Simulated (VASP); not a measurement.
Here is a VASP 6.6.1 calculation.

File INCAR:

```
SYSTEM = Zn7PdO8
ALGO = Normal
EDIFF = 1E-6
ENCUT = 520
GGA = PS
ISIF = 2
ISMEAR = 0
ISPIN = 2
LASPH = .TRUE.
LCHARG = .FALSE.
LDAU = .TRUE.
LDAUJ = 0 0 0
LDAUL = 2 -1 -1
LDAUPRINT = 1
LDAUTYPE = 2
LDAUU = 2 0 0
LMAXMIX = 4
LORBIT = 11
LREAL = Auto
LUSENCCL = .FALSE.
LWAVE = .FALSE.
MAGMOM = 1.1 0.01 0.02 0.01 0.01 0.01 0.01 0 0.19 0 0 0 0.2 0.17 0.2 0
NBANDS = 89
NELM = 150
PREC = Accurate
SIGMA = 0.05
```

File KPOINTS:

```
k-points
0
G
  3 3 3
  0 0 0
```

File POSCAR:

```
Zn7PdO8
1.0
    6.4988000000      0.0000000000      0.0000000000
   -3.2494000000      5.6281259000      0.0000000000
    0.0000000000      0.0000000000      5.2038000000
Pd Zn O
1 7 8
Direct
    0.1666666667      0.3333333333      0.0055080751
    0.1625697746      0.8312848873      0.0021773686
    0.6687151127      0.3374302254      0.0021773686
    0.6687151127      0.8312848873      0.0021773686
    0.3364086065      0.1635913935      0.4987452301
    0.3364086065      0.6728172130      0.4987452301
    0.8271827870      0.1635913935      0.4987452301
    0.8333333333      0.6666666667      0.5005415688
    0.1666666667      0.3333333333      0.4101812877
    0.1645051593      0.8322525797      0.3793578361
    0.6677474203      0.3354948407      0.3793578361
    0.6677474203      0.8322525797      0.3793578361
    0.3467667830      0.1532332170      0.8734159128
    0.3467667830      0.6935335660      0.8734159128
    0.8064664340      0.1532332170      0.8734159128
    0.8333333333      0.6666666667      0.8794800252
```

Potentials or basis: VASP PAW PBE potentials, release 64 (Pd, Zn, O).

Run with:

```console
$ cat potpaw_PBE.64/Pd/POTCAR potpaw_PBE.64/Zn/POTCAR potpaw_PBE.64/O/POTCAR > POTCAR
$ mpirun -np 1 vasp_std > vasp.out
```

(1) Estimate the net moment.

(2) Estimate the largest force.

(3) What does it give for the pressure?

(4) What does it give for the site moments?

## Answers

(1) 2.07 μB per cell.

(2) 0.268 eV/Å.

(3) 3.3 GPa.

(4) Pd +1.23; Zn +0.01, +0.00 (each value once); O +0.16, +0.00, +0.17 (each value once) μB.

Caveat: the k points lie up to 0.40 Å⁻¹ apart; the PAW data sets were made with another functional, which shifts forces and pressure a little.
